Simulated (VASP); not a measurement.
Write the native input for VASP 6.6.1 that does the following.

| Property | Result |
| --- | --- |
| Task | single point |
| Functional | PBE |
| Potentials or basis | VASP PAW PBE potentials, release 64 (Cd, O) |
| Cutoff | 520 eV |
| k mesh | 4 × 4 × 4 |
| Occupations | gaussian, width 0.1 eV |
| Spin | no spin polarisation |
| Dipole correction | no |
| Further INCAR settings | ALGO = Normal; EDIFF = 1e-06; NBANDS = 42 |

The structure of Cd4O3 lies in POSCAR:

```
Cd4O3
1.0
    4.9289738440     -0.0047662337      0.0006552610
   -0.0048325919      4.9157752600     -0.0016416675
    0.0007123677     -0.0013680410      4.9349362359
Cd O
4 3
Direct
    0.7230432154      0.2772374608      0.2771706572
    0.2770393771      0.7229196341      0.2770242245
    0.2769505978      0.2769433139      0.7233729940
    0.7230263515      0.7227699069      0.7231779876
   -0.0000776458      0.0000276602      0.4996042868
    0.5000835354      0.0000290115     -0.0001786090
   -0.0000654315      0.5000730126     -0.0001715412
```

The input as run:

INCAR

```
PREC = Accurate ; ENCUT = 520
EDIFF = 1E-6 ; ISMEAR = 0
SIGMA = 0.1 ; LREAL = False
LASPH = True ; NELM = 100
ALGO = Normal ; ISIF = 2
LWAVE = False ; LCHARG = False
GGA = PE ; NBANDS = 42
```

KPOINTS

```
regular mesh
0
Gamma
  4 4 4
```

Potentials or basis: VASP PAW PBE potentials, release 64 (Cd, O).

The run is started by

```sh
$ cat potpaw_PBE.64/Cd/POTCAR potpaw_PBE.64/O/POTCAR > POTCAR
$ mpirun -np 1 vasp_std > vasp.out
```

It gave:

The pressure is 1.0 GPa and the largest force is 0.068 eV/Å. The band gap on the k mesh is 0.42 eV (least direct gap 0.51 eV).

Wall time 2.7 min on 1 thread of Intel(R) Xeon(R) Platinum 8488C (Sapphire Rapids), with other jobs on the host, peak memory 0.3 GiB.
